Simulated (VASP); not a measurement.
Set up this calculation in VASP 6.6.1, as the native input.

- Task: single point
- Functional: LDA
- Potentials or basis: VASP PAW LDA potentials, release 64 (Na_sv, H, F)
- Cutoff: 970 eV
- k mesh: 9 × 9 × 9
- Occupations: gaussian, width 0.02 eV
- Spin: no spin polarisation
- Dipole correction: no
- Mended: yes
- Further INCAR settings: ALGO = Normal; EDIFF = 1e-06; NBANDS = 20

The structure of NaHF2 lies in POSCAR:

```
NaHF2
1.0
    1.6730458035      0.9659334450      4.5215772317
   -1.6730458035      0.9659334450      4.5215772317
    0.0000000000     -1.9318668900      4.5215772317
Na H F
1 1 2
Direct
    0.0000000000      0.0000000000      0.0000000000
    0.5000000000      0.5000000000      0.5000000000
    0.4162008773      0.4162008773      0.4162008773
    0.5837991227      0.5837991227      0.5837991227
```

The input as run:

INCAR

```
SYSTEM = NaHF2
  PREC = Accurate
  ENCUT = 970
  EDIFF = 1E-6
  ISMEAR = 0
  SIGMA = 0.02
  LREAL = .False.
  LASPH = .True.
  NELM = 120
  ALGO = Normal
  ISIF = 2
  LWAVE = .False.
  LCHARG = .True.
  LELF = .True.
  LVHAR = .True.
  NBANDS = 20
  GGA_COMPAT = .False.
```

KPOINTS

```
regular mesh
0
Gamma
  9 9 9
  0 0 0
```

Potentials or basis: VASP PAW LDA potentials, release 64 (Na_sv, H, F).

Run with:

```bash
$ cat potpaw_LDA.64/Na_sv/POTCAR potpaw_LDA.64/H/POTCAR potpaw_LDA.64/F/POTCAR > POTCAR
$ mpirun -np 1 vasp_std > vasp.out
```

It gave:

```json
{
  "Pressure": "0.0 GPa",
  "Largest force": "0.069 eV/Å",
  "Band gap on the k mesh": "6.88 eV (least direct gap 7.08 eV)"
}
```

Caveat: an odd mesh through Γ misses points on the zone boundary, where band edges can lie.

Run time: 4.2 min on 1 thread of Intel(R) Xeon(R) Platinum 8488C (Sapphire Rapids), with other jobs on the host, peak memory 0.36 GiB.
